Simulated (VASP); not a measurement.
Here is a VASP 6.6.1 calculation.

INCAR

```
PREC     = Accurate       # precision mode
ENCUT    = 520            # plane-wave cutoff, eV
EDIFF    = 1E-8           # SCF threshold, eV
ISMEAR   = -1             # smearing method
SIGMA    = 0.05           # smearing width, eV
LREAL    = F              # projectors in reciprocal space
LASPH    = T              # aspherical terms in the spheres
NELM     = 100            # most SCF steps
ALGO     = Normal         # electronic algorithm
ISIF     = 2              # what is computed and relaxed
LWAVE    = F              # write WAVECAR
LCHARG   = F              # write CHGCAR
GGA      = CA             # functional
LEFG     = T            
NBANDS   = 20             # bands
```

KPOINTS

```
regular mesh
0
Gamma
  15 15 15
```

POSCAR

```
MoS2
1.0
    1.5762110184      0.9100258558      6.1028504825
   -1.5762110184      0.9100258558      6.1028504825
    0.0000000000     -1.8200517116      6.1028504825
Mo S
1 2
Direct
    0.0000000000      0.0000000000      0.0000000000
    0.7484000000      0.7484000000      0.7484000000
    0.5849000000      0.5849000000      0.5849000000
```

Potentials or basis: VASP PAW LDA potentials, release 64 (Mo_sv, S).

Launch:

```sh
$ cat potpaw_LDA.64/Mo_sv/POTCAR potpaw_LDA.64/S/POTCAR > POTCAR
$ mpirun -np 1 vasp_std > vasp.out
```

(1) Predict the pressure.

(2) What does it give for the largest force?

(3) What does it give for the band gap on the k mesh?

Results:

(1) 3.2 GPa.

(2) 1.026 eV/Å.

(3) 0.62 eV (least direct gap 1.65 eV).

Caveat: the stress differs along the axes, from 1 to 8 GPa; without QUAD_EFG the Cq values of the log hold for a quadrupole moment of 1 mb, not for the nuclei; forces of over 1 eV/Å act on the atoms, so gaps and moduli don't describe the material at rest.
